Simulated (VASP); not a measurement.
# BN (P6_3/mmc) in VASP: a series of runs

The runs below take BN through single point, with LDA.

Everything below comes from runs of VASP 6.6.1. Logs are shortened: lines on timing, memory, paths and dates and some standing lists are left out, and cuts for length are marked.

### 1 The cell of the first run

The structure is hexagonal, space group P6_3/mmc (No. 194). Conventional cell: a = 2.488 Å, b = 2.488 Å, c = 6.971 Å, α = 90.00°, β = 90.00°, γ = 120.00°. Within 1.9 Å of B (site symmetry -6m2) lie 3 N at 1.44 Å. N (site symmetry -6m2) has 3 B at 1.44 Å within 1.9 Å.

### 2 Single point, LDA (normal strain along x +0.0000, normal strain along z +0.0733)

File INCAR:

```
SYSTEM = BN
PREC = Accurate
ENCUT = 520
EDIFF = 1E-7
ISMEAR = 0
SIGMA = 0.05
LREAL = .FALSE.
LASPH = .TRUE.
NELM = 80
ALGO = Normal
ISIF = 2
LWAVE = .FALSE.
LCHARG = .FALSE.
GGA = CA
NBANDS = 16
```

File KPOINTS:

```
regular mesh
0
G
  12 12 4
  0 0 0
```

File POSCAR:

```
BN
1.0
    2.4883517152      0.0000000000      0.0000000000
   -1.2441758576      2.1549757989      0.0000000000
    0.0000000000      0.0000000000      6.9713748937
B N
2 2
Direct
    0.3333333333      0.6666666667      0.2500000000
    0.6666666667      0.3333333333      0.7500000000
    0.3333333333      0.6666666667      0.7500000000
    0.6666666667      0.3333333333      0.2500000000
```

Potentials or basis: VASP PAW LDA potentials, release 64 (B, N).

Started as:

```console
$ cat potpaw_LDA.64/B/POTCAR potpaw_LDA.64/N/POTCAR > POTCAR
$ mpirun -np 1 vasp_std > vasp.out
```

OUTCAR:

```text
SYSTEM = BN
   PREC = Accurate
   ENCUT = 520
   EDIFF = 1E-7
   ISMEAR = 0
   LREAL = .FALSE.
   LASPH = .TRUE.
   NELM = 80
   ISIF = 2
   GGA = CA

 ion  position               nearest neighbor table
   1  0.333  0.667  0.250-   4 1.44   4 1.44   4 1.44
   2  0.667  0.333  0.750-   3 1.44   3 1.44   3 1.44
   3  0.333  0.667  0.750-   2 1.44   2 1.44   2 1.44
   4  0.667  0.333  0.250-   1 1.44   1 1.44   1 1.44

  LATTYP: Found a hexagonal cell.
 ALAT       =     2.4883517152
 C/A-ratio  =     2.8016035077

  Lattice vectors:

 A1 = (   2.4883517152,   0.0000000000,   0.0000000000)
 A2 = (  -1.2441758576,   2.1549757989,   0.0000000000)
 A3 = (   0.0000000000,   0.0000000000,   6.9713748937)

Analysis of symmetry for initial positions (statically):
=====================================================================
 Subroutine PRICEL returns:
 Original cell was already a primitive cell.

 Routine SETGRP: Setting up the symmetry group for a
 hexagonal supercell.

 Subroutine GETGRP returns: Found 24 space group operations
 (whereof 12 operations were pure point group operations)
 out of a pool of 24 trial point group operations.

The static configuration has the point symmetry D_3d.
 The point group associated with its full space group is D_6h.

Analysis of symmetry for dynamics (positions and initial velocities):
=====================================================================
 Subroutine PRICEL returns:
 Original cell was already a primitive cell.

 Routine SETGRP: Setting up the symmetry group for a
 hexagonal supercell.

 Subroutine GETGRP returns: Found 24 space group operations
 (whereof 12 operations were pure point group operations)
 out of a pool of 24 trial point group operations.

The dynamic configuration has the point symmetry D_3d.
 The point group associated with its full space group is D_6h.

 Subroutine INISYM returns: Found 24 space group operations
 (whereof 12 operations are pure point group operations),
 and found     1 'primitive' translations

----------------------------------------------------------------------------------------

                                     Primitive cell

  volume of cell :      37.3829

  direct lattice vectors                    reciprocal lattice vectors
     2.488351715  0.000000000  0.000000000     0.401872450  0.232021167  0.000000000
    -1.244175858  2.154975799  0.000000000     0.000000000  0.464042334  0.000000000
     0.000000000  0.000000000  6.971374894     0.000000000  0.000000000  0.143443727

  length of vectors
[... 86 lines left out ...]
   EDIFF  = 0.1E-06   stopping-criterion for ELM
   LREAL  =      F    real-space projection
   EDIFFG = 0.1E-05   stopping-criterion for IOM
   NSW    =      0    number of steps for IOM
   IBRION =     -1    ionic relax: 0-MD 1-quasi-New 2-CG
   NFREE  =      0    steps in history (QN), initial steepest desc. (CG)
   ISIF   =      2    stress and relaxation
   ISYM   =      2    0-nonsym 1-usesym 2-fastsym
   POTIM  = 0.5000    time-step for ionic-motion
   TEBEG  =    0.0;   TEEND  =   0.0 temperature during run
   PSTRESS=    0.0 pullay stress
   NELECT =      16.0000    total number of electrons
   NUPDOWN=      -1.0000    fix difference up-down
   EMIN   =  10.00;   EMAX   =-10.00  energy-range for DOS
   EFERMI =   0.00;   METHOD = LEGACY
   ISMEAR =     0;   SIGMA  =   0.05  broadening in eV -4-tet -1-fermi 0-gaus
   EFERMI_NEDOS =   21; number of points for ismear=-14 and -15
   IALGO  =     38    algorithm
   IMIX   =      4    mixing-type and parameters
     AMIX     =   0.40;   BMIX     =  1.00
     AMIX_MAG =   1.60;   BMIX_MAG =  1.00
  volume/ion in A,a.u.               =       9.35        63.07
  Fermi-wavevector in a.u.,A,eV,Ry     =   1.233741  2.331432 20.709653  1.522117
  Thomas-Fermi vector in A             =   2.368459
   LORBIT       =      0    0 simple, 1 ext, 2 COOP (PROOUT), +10 PAW based schemes
   GGA     = CA    functional components
   LHFCALC =     F    Hartree Fock is set to
   AEXX    =    0.0000 exact exchange contribution
   IVDW    =     0    specifies the selected vdW correction
   LEPSILON=     F    determine dielectric tensor
   LRPA    =     F    only Hartree local field effects (RPA)
 non-spin polarized calculation
 Gauss-broadening in eV      SIGMA  =   0.05
  energy-cutoff  :      520.00
  volume of cell :       37.38
 maximum number of plane-waves:      1046
 NGX is ok and might be reduce to    20
   NGX =  9   NGY =  9   NGZ = 25

 number of electron      15.9999998 magnetization

 Free energy of the ion-electron system (eV)
  ---------------------------------------------------
  ext. energy  EPLUGINS =         0.00000000
  ---------------------------------------------------
  free energy    TOTEN  =       -38.56849583 eV

  energy without entropy =      -38.56849583  energy(sigma->0) =      -38.56849583

 E-fermi :   2.1039     XC(G=0): -10.2535

 val. band max:        1.8381986213   @ k =   0.3333   0.3333   0.5000
 cond. band min:       6.0178195436   @ k =   0.5000  -0.0000   0.0000
 fundamental gap:      4.1796209223
 Fermi energy:         2.1039024429

 k-point     1 :       0.0000    0.0000    0.0000
  band No.  band energies     occupation
      1     -15.8202      2.00000
      2     -15.6050      2.00000
      3      -4.3876      2.00000
      4      -2.6496      2.00000
      5       0.5138      2.00000
      6       0.5138      2.00000
[... 433 lines left out ...]
      3      -5.0379      2.00000
      4      -5.0017      2.00000
      5      -1.7782      2.00000
      6      -1.7513      2.00000
[... 8 lines left out ...]
     15      18.2977      0.00000
     16      20.3078      0.00000

 [... further k-points ...]
[... 5 lines left out ...]
  --------------------------------------------------------------------------------------
  -------------------------------------------------------------------------------------
  Total        0.1976312      0.1976312     -0.3250592     -0.0000000      0.0000000      0.0000000
  in kB        8.4701952      8.4701952    -13.9315823     -0.0000000      0.0000000      0.0000000
  external PRESSURE =       1.0029361 kB  Pullay stress =       0.0000000 kB

 VOLUME and BASIS-vectors are now :
 -----------------------------------------------------------------------------
  energy-cutoff  :      520.00
  volume of cell :       37.38
      direct lattice vectors                 reciprocal lattice vectors
     2.488351715  0.000000000  0.000000000     0.401872450  0.232021167  0.000000000
    -1.244175858  2.154975799  0.000000000     0.000000000  0.464042334  0.000000000
     0.000000000  0.000000000  6.971374894     0.000000000  0.000000000  0.143443727

 POSITION                                       TOTAL-FORCE (eV/Angst)
 -----------------------------------------------------------------------------------
     -0.00000      1.43665      1.74284        -0.000000     -0.000000      0.000000
      1.24418      0.71833      5.22853         0.000000      0.000000      0.000000
     -0.00000      1.43665      5.22853        -0.000000      0.000000      0.000000
      1.24418      0.71833      1.74284         0.000000     -0.000000      0.000000
 -----------------------------------------------------------------------------------
    total drift:                               -0.000000      0.000000      0.000000

  FREE ENERGIE OF THE ION-ELECTRON SYSTEM (eV)
  ---------------------------------------------------
  free  energy   TOTEN  =       -38.5684958306 eV

  energy  without entropy=      -38.5684958306  energy(sigma->0) =      -38.56849583
```

OSZICAR:

```text
N       E                     dE             d eps       ncg     rms          rms(c)
DAV:   1     0.451507290268E+02    0.45151E+02   -0.78793E+03  1832   0.915E+02
DAV:   2    -0.395914464961E+02   -0.84742E+02   -0.76403E+02  2544   0.207E+02
DAV:   3    -0.427216438962E+02   -0.31302E+01   -0.31124E+01  2360   0.397E+01
DAV:   4    -0.427397149094E+02   -0.18071E-01   -0.18066E-01  2360   0.343E+00
DAV:   5    -0.427398945962E+02   -0.17969E-03   -0.17968E-03  2344   0.323E-01    0.112E+01
DAV:   6    -0.390838231267E+02    0.36561E+01   -0.60201E+00  2208   0.182E+01    0.487E+00
DAV:   7    -0.386990115974E+02    0.38481E+00   -0.51040E-01  2408   0.485E+00    0.302E+00
DAV:   8    -0.385742684168E+02    0.12474E+00   -0.30208E-01  2328   0.366E+00    0.495E-01
DAV:   9    -0.385684502400E+02    0.58182E-02   -0.17921E-02  2048   0.101E+00    0.189E-01
DAV:  10    -0.385684727089E+02   -0.22469E-04   -0.75414E-04  2400   0.209E-01    0.272E-02
DAV:  11    -0.385684953617E+02   -0.22653E-04   -0.22261E-05  2112   0.390E-02    0.190E-02
DAV:  12    -0.385684958401E+02   -0.47837E-06   -0.61373E-06  2192   0.172E-02    0.147E-03
DAV:  13    -0.385684958306E+02    0.94165E-08   -0.30081E-07  2352   0.368E-03
   1 F= -.38568496E+02 E0= -.38568496E+02  d E =-.107659E-15
```

stdout:

```text
POSCAR found type information on POSCAR B N
 POSCAR found :  2 types and       4 ions
 scaLAPACK will be used
 LDA part: xc-table for (Slater(with rela. corr.)+CA(PZ))
 , standard interpolation
 POSCAR, INCAR and KPOINTS ok, starting setup
 FFT: planning ... GRIDC
 FFT: planning ... GRID_SOFT
 FFT: planning ... GRID
 WAVECAR not read
 entering main loop
```

Wall time 17 s (1 thread of AMD EPYC 9R45 (Zen 5), shared host); peak memory 0.12 GiB.

What came out:

| Quantity | Value |
| --- | --- |
| Free energy | -38.5685 eV |
| Pressure | 0.1 GPa |
| Band gap on the k mesh | 4.18 eV, indirect (least direct gap 4.56 eV) |

Caveat: the cell differs from its parent crystal (normal strain along x +0.0000, normal strain along z +0.0733).

### 3 Single point, LDA (normal strain along x +0.0000, normal strain along z +0.1100)

File INCAR:

```
PREC = Accurate
ENCUT = 520
EDIFF = 1E-6
ISMEAR = 0
SIGMA = 0.05
LREAL = False
LASPH = True
NELM = 100
ALGO = Normal
ISIF = 2
LWAVE = False
LCHARG = False
GGA = CA
NBANDS = 16
```

File KPOINTS:

```
Automatic mesh
0
Gamma
  12 12 4
```

Changes to POSCAR since step 2:

```diff
@@ -4,3 +4,3 @@
    -1.2441758576      2.1549757989      0.0000000000
-    0.0000000000      0.0000000000      6.9713748937
+    0.0000000000      0.0000000000      7.2097513575
 B N
```

Potentials or basis: VASP PAW LDA potentials, release 64 (B, N).

Started as:

```console
$ cat potpaw_LDA.64/B/POTCAR potpaw_LDA.64/N/POTCAR > POTCAR
$ mpirun -np 1 vasp_std > vasp.out
```

OUTCAR:

```text
PREC = Accurate
   ENCUT = 520
   EDIFF = 1E-6
   ISMEAR = 0
   LREAL = False
   LASPH = True
   NELM = 100
   ISIF = 2
   GGA = CA

 ion  position               nearest neighbor table
   1  0.333  0.667  0.250-   4 1.44   4 1.44   4 1.44
   2  0.667  0.333  0.750-   3 1.44   3 1.44   3 1.44
   3  0.333  0.667  0.750-   2 1.44   2 1.44   2 1.44
   4  0.667  0.333  0.250-   1 1.44   1 1.44   1 1.44

  LATTYP: Found a hexagonal cell.
 ALAT       =     2.4883517152
[... 640 lines left out ...]
      6      -2.0192      2.00000
[... 8 lines left out ...]
     15      17.8724      0.00000
     16      19.7940      0.00000

 [... further k-points ...]
[... 5 lines left out ...]
  --------------------------------------------------------------------------------------
  -------------------------------------------------------------------------------------
  Total        0.1858528      0.1858528     -0.3829875      0.0000000      0.0000000      0.0000000
  in kB        7.7020309      7.7020309    -15.8716016      0.0000000      0.0000000      0.0000000
  external PRESSURE =      -0.1558466 kB  Pullay stress =       0.0000000 kB

 VOLUME and BASIS-vectors are now :
 -----------------------------------------------------------------------------
  energy-cutoff  :      520.00
  volume of cell :       38.66
      direct lattice vectors                 reciprocal lattice vectors
     2.488351715  0.000000000  0.000000000     0.401872450  0.232021167  0.000000000
    -1.244175858  2.154975799  0.000000000     0.000000000  0.464042334  0.000000000
     0.000000000  0.000000000  7.209751358     0.000000000  0.000000000  0.138701038

 POSITION                                       TOTAL-FORCE (eV/Angst)
 -----------------------------------------------------------------------------------
     -0.00000      1.43665      1.80244         0.000000      0.000000      0.000000
      1.24418      0.71833      5.40731         0.000000     -0.000000      0.000000
     -0.00000      1.43665      5.40731        -0.000000     -0.000000      0.000000
      1.24418      0.71833      1.80244         0.000000      0.000000      0.000000
 -----------------------------------------------------------------------------------
    total drift:                               -0.000000      0.000000      0.000000

  FREE ENERGIE OF THE ION-ELECTRON SYSTEM (eV)
  ---------------------------------------------------
  free  energy   TOTEN  =       -38.5578194485 eV

  energy  without entropy=      -38.5578194485  energy(sigma->0) =      -38.55781945
```

stdout:

```text
POSCAR found type information on POSCAR B N
 POSCAR found :  2 types and       4 ions
 scaLAPACK will be used
 LDA part: xc-table for (Slater(with rela. corr.)+CA(PZ))
 , standard interpolation
 POSCAR, INCAR and KPOINTS ok, starting setup
 FFT: planning ... GRIDC
 FFT: planning ... GRID_SOFT
 FFT: planning ... GRID
 WAVECAR not read
 entering main loop
```

Wall time 16 s (1 thread of AMD EPYC 9R45 (Zen 5), shared host); peak memory 0.12 GiB.

What came out:

```
Free energy            : -38.5578 eV
Pressure               : 0.0 GPa
Band gap on the k mesh : 4.23 eV, indirect (least direct gap 4.57 eV)
```

Caveat: the cell differs from its parent crystal (normal strain along x +0.0000, normal strain along z +0.1100). A k mesh can miss the band edges.
